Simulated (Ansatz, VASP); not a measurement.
**Two plane-wave programs on InAs**

The input POSCAR:

```
InAs
1.0
    0.0000000000      3.0969411388      2.9730634932
    3.0969411388      0.0000000000      2.9730634932
    3.0969411388      3.0969411388      0.0000000000
In As
1 1
Direct
    0.0000000000      0.0000000000      0.0000000000
    0.7500000000      0.7500000000      0.7500000000
```

File INCAR.step1:

```
PREC = Accurate
ENCUT = 520
ISMEAR = 0
SIGMA = 0.03
LREAL = False
LASPH = True
NELM = 100
NBANDS = 16
GGA = PE
ALGO = Normal
EDIFF = 1E-4
LWAVE = True
LCHARG = False
```

File INCAR.step2:

```
PREC = Accurate
ENCUT = 520
EDIFF = 1E-6
ISMEAR = 0
SIGMA = 0.03
LREAL = False
LASPH = True
NELM = 100
ALGO = Normal
ISIF = 2
LWAVE = False
LCHARG = True
METAGGA = R2SCAN
LMIXTAU = True
LELF = True
LVHAR = True
NBANDS = 16
ISTART = 1
```

Contents of KPOINTS:

```
regular mesh
0
Gamma
  10 10 10
```

Input for Ansatz:

```yaml
crystal:
  lattice:
    - [0.0, 3.0969411388, 2.9730634932]
    - [3.0969411388, 0.0, 2.9730634932]
    - [3.0969411388, 3.0969411388, 0.0]
  atoms:
    - { symbol: In, position: [0.0, 0.0, 0.0] }
    - { symbol: As, position: [0.75, 0.75, 0.75] }
basis:
  ecutwfc: 500
kpoints:
  mp_grid: { grid: [10, 10, 10] }
hamiltonian:
  xc: r2scan
scf:
  occupations: { method: gaussian, width: 0.03 }
output:
  forces: true
  stress: true
  eigenvalues: true
```

Alike in both runs: task single point; functional r2SCAN; k mesh 10 × 10 × 10; occupations gaussian, width 0.03 eV; no spin polarisation.

|  | VASP | Ansatz |
| --- | --- | --- |
| version | VASP 6.6.1 | Ansatz 0.2.0 |
| potentials or method | VASP PAW PBE potentials, release 64 (In_d, As), cutoff 520 eV | scalar-relativistic, plane waves, PAW |
| valence electrons in the cell | 18 | 28 |

Ansatz gave:

| Item | Value |
| --- | --- |
| gap on the k mesh at the Fermi level (eV) | 0.05 |
| least direct gap on the mesh (eV) | 0.05 |
| pressure (GPa) | 0.0 |
| traceless stress, the component that is largest in VASP (GPa) | 0.93 |

What did VASP give for the same quantities?

gap on the k mesh at the Fermi level (eV): 0.05; least direct gap on the mesh (eV): 0.05; pressure (GPa): -0.1; traceless stress, the component that is largest in VASP (GPa): 0.93.

VASP's potentials were made for PBE, not for r2SCAN. VASP's potentials hold 18 valence electrons a cell and Ansatz's 28, so a difference there can come from the potentials and not from the codes.
